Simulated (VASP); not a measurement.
Write the native input for VASP 6.6.1 that does the following.

```yaml
Task: single point
Functional: PBE
Potentials_or_basis: VASP PAW PBE potentials, release 64 (Sc_sv, Al, N)
Cutoff: 520 eV
k_mesh: 6 × 4 × 4
Occupations: gaussian, width 0.1 eV
Spin: collinear spin, ferromagnetic start
Starting_moments: "[0.0, 0.0, 1.0, 1.0] μB"
Dipole_correction: no
Further_INCAR_settings: ALGO = Normal; EDIFF = 1e-06; NBANDS = 24
```

The structure of ScAlN2 lies in POSCAR:

```
ScAlN2
1.0
    3.0213921659      0.0000000000      0.0000000000
    0.0000000000      4.1733497732      0.0000000000
    0.0000000000      0.0000000000      6.3012074315
Sc Al N
1 1 2
Direct
    0.0000000000      0.0000000000      0.0000000000
    0.5000000000      0.0000000000      0.5000000000
    0.0000000000      0.0000000000      0.3086798229
    0.0000000000      0.0000000000      0.6913201771
```

The cell was built from a structure type or drawn by symmetry, and may not be a known phase.

These files were run (other wordings do the same):

INCAR

```
SYSTEM = ScAlN2
PREC = Accurate
ENCUT = 520
EDIFF = 1E-6
ISMEAR = 0
SIGMA = 0.1
LREAL = .FALSE.
LASPH = .TRUE.
NELM = 150
ALGO = Normal
ISIF = 2
LWAVE = .FALSE.
LCHARG = .TRUE.
ISPIN = 2
MAGMOM = 0 0 1 1
LORBIT = 11
LMAXMIX = 4
GGA = PE
LELF = .TRUE.
LVHAR = .TRUE.
NBANDS = 24
```

KPOINTS

```
regular mesh
0
G
  6 4 4
  0 0 0
```

Potentials or basis: VASP PAW PBE potentials, release 64 (Sc_sv, Al, N).

Launch:

```sh
$ cat potpaw_PBE.64/Sc_sv/POTCAR potpaw_PBE.64/Al/POTCAR potpaw_PBE.64/N/POTCAR > POTCAR
$ mpirun -np 1 vasp_std > vasp.out
```

It gave:

```
Pressure                                              : 0.2 GPa
Largest force                                         : 0.130 eV/Å
Net moment                                            : 0.13 μB per cell
Site moments                                          : Sc +0.02; Al -0.00; N +0.04 μB
Valence electrons inside the program's atomic spheres : Sc 9.69; Al 0.73; N 3.71
```

Caveat: the k points lie up to 0.38 Å⁻¹ apart.

Wall time 3.8 min on 1 thread of Intel Xeon 8259CL, on a shared host, peak memory 0.28 GiB.
